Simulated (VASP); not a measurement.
Input of a VASP 6.6.1 run:

INCAR

```
SYSTEM = MoS2
PREC     = Accurate       ! precision mode
ENCUT    = 500            ! plane-wave cutoff, eV
EDIFF    = 1E-6           ! SCF threshold, eV
ISMEAR   = 0              ! smearing method
SIGMA    = 0.05           ! smearing width, eV
LREAL    = .FALSE.        ! projectors in reciprocal space
LASPH    = .TRUE.         ! aspherical terms in the spheres
NELM     = 120            ! most SCF steps
ALGO     = Normal         ! electronic algorithm
ISIF     = 2              ! what is computed and relaxed
LWAVE    = .FALSE.        ! write WAVECAR
LCHARG   = .FALSE.        ! write CHGCAR
GGA      = PE             ! functional
IVDW     = 12             ! dispersion correction
NBANDS   = 20             ! bands
GGA_COMPAT= .FALSE.
```

The input KPOINTS:

```
Automatic mesh
0
G
  12 12 6
  0 0 0
```

Contents of POSCAR:

```
MoS2
1.0
    3.1346509739      0.0000000000      0.0000000000
   -1.5673254870      2.7146873754      0.0000000000
    0.0000000000      0.0000000000      6.4392000306
Mo S
1 2
Direct
    0.0000000000      0.0000000000      0.0000000000
    0.3333333333      0.6666666667      0.2357940733
    0.3333333333      0.6666666667      0.7642059267
```

Potentials or basis: VASP PAW PBE potentials, release 64 (Mo_sv, S).

Run with:

```console
$ cat potpaw_PBE.64/Mo_sv/POTCAR potpaw_PBE.64/S/POTCAR > POTCAR
$ mpirun -np 1 vasp_std > vasp.out
```

(1) Estimate the largest force.

(2) Estimate the band gap on the k mesh.

(3) What does it give for the dispersion energy per atom?

## Answers

(1) 1.022 eV/Å.

(2) 1.01 eV (least direct gap 1.71 eV).

(3) -0.414 eV.

Caveat: forces of over 1 eV/Å act on the atoms, so gaps and moduli don't describe the material at rest.
